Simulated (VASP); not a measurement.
**ZnO: electric field gradients with PBE**

The system is ZnO.

```
CELL_PARAMETERS angstrom
3.27092 0.00000 0.00000
-1.63546 2.83270 0.00000
0.00000 0.00000 5.23826
ATOMIC_POSITIONS crystal
Zn 0.33333 0.66667 0.00000
Zn 0.66667 0.33333 0.50000
O 0.33333 0.66667 0.38210
O 0.66667 0.33333 0.88210
```

```
Program                : VASP 6.6.1
Task                   : electric field gradients
Functional             : PBE
Potentials or basis    : VASP PAW PBE potentials, release 64 (Zn, O_h)
Cutoff                 : 910 eV
k mesh                 : 11 × 11 × 6
Occupations            : fermi-dirac, width 0.02 eV
Spin                   : no spin polarisation
Dipole correction      : no
Further INCAR settings : ALGO = Normal; EDIFF = 1e-08; NBANDS = 26
```

```yaml
Pressure: 2.8 GPa
Largest_force: 0.032 eV/Å
Band_gap_on_the_k_mesh: 0.76 eV
Largest_electric_field_gradient_by_atom: Zn +7.4; O -3.4 V/Å²
```

Forces in eV/Å, atoms in the order of the input:
```
Zn   0.000  0.000  0.032
Zn   0.000  0.000  0.032
O    0.000  0.000 -0.032
O    0.000  0.000 -0.032
```

Stress tensor (GPa, compression positive):
```
2.68 0.00 0.00
0.00 2.68 0.00
0.00 0.00 3.02
```

Levels at points of the mesh, in eV from the valence-band top:
| k point | band 16 | band 17 | band 18 | band 19 | band 20 | band 21 |
| --- | --- | --- | --- | --- | --- | --- |
| (0.00, 0.00, 0.00) | -0.09 | 0.00 | 0.00 | 0.76 | 5.12 | 8.19 |
| (0.00, 0.00, 0.50) | -0.38 | -0.38 | -0.38 | 3.41 | 3.41 | 10.02 |

Electric field gradients, principal values (V/Å²):
```
atom   least  middle  greatest (by size)
1 Zn  -3.683  -3.685               7.368
2 Zn  -3.683  -3.685               7.368
 3 O   1.691   1.696              -3.386
 4 O   1.691   1.696              -3.386
```

Run time: 2.4 min on 1 thread of AMD EPYC 7R13 Processor (Zen 3) (shared host), peak memory 0.29 GiB.

Caveat: semilocal functionals underestimate gaps, and a narrow one can read as zero; without QUAD_EFG the Cq values of the log hold for a quadrupole moment of 1 mb, not for the nuclei.
